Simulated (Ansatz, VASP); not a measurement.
Si2Ni in VASP and in Ansatz

File INCAR:

```
SYSTEM = Si2Ni
PREC = Accurate ; ENCUT = 600
EDIFF = 1E-7 ; ISMEAR = -1
SIGMA = 0.1 ; LREAL = .FALSE.
LASPH = .TRUE. ; NELM = 80
ALGO = Normal ; ISIF = 3
LWAVE = .FALSE. ; LCHARG = .FALSE.
GGA = PE ; IBRION = 2
NSW = 60 ; EDIFFG = -0.005
```

KPOINTS

```
regular mesh
0
G
  11 11 11
  0 0 0
```

Contents of POSCAR:

```
Si2Ni
1.0
    0.0000000000      2.6586821493      2.6586821493
    2.6586821493      0.0000000000      2.6586821493
    2.6586821493      2.6586821493      0.0000000000
Ni Si
1 2
Direct
    0.0000000000      0.0000000000      0.0000000000
    0.2500000000      0.2500000000      0.2500000000
    0.7500000000      0.7500000000      0.7500000000
```

Input for Ansatz:

```yaml
crystal:
  lattice:
    - [0.0, 2.6586821493, 2.6586821493]
    - [2.6586821493, 0.0, 2.6586821493]
    - [2.6586821493, 2.6586821493, 0.0]
  atoms:
    - { symbol: Ni, position: [0.0, 0.0, 0.0] }
    - { symbol: Si, position: [0.25, 0.25, 0.25] }
    - { symbol: Si, position: [0.75, 0.75, 0.75] }
kpoints:
  mp_grid: { grid: [11, 11, 11] }
scf:
  occupations: { method: fermi_dirac, width: 0.1 }
hamiltonian:
  xc: pbe
  pseudopotentials: { kind: paw }
output:
  forces: true
  stress: true
relax:
  f_tol: 0.005
  max_steps: 40
  cell: {}
```

Alike in both runs: task relaxation of cell and atoms; functional PBE; k mesh 11 × 11 × 11; occupations fermi-dirac, width 0.1 eV; no spin polarisation.

|  | VASP | Ansatz |
| --- | --- | --- |
| version | VASP 6.6.1 | Ansatz 0.2.0 |
| potentials or method | VASP PAW PBE potentials, release 64 (Ni, Si) | PAW with Ansatz's default frozen-core files, scalar-relativistic |
| plane-wave cutoff (eV) | 600 | 420 |
| valence electrons in the cell | 18 | 26 |

```csv
,VASP,Ansatz,Ansatz less VASP
relaxed volume (Å³/atom),13.44,13.45,+0.011
relaxed length of the cell vector where the two differ most in proportion (Å),3.849,3.850,+0.0010
```

VASP's potentials hold 18 valence electrons a cell and Ansatz's 26, so a difference there can come from the potentials and not from the codes.
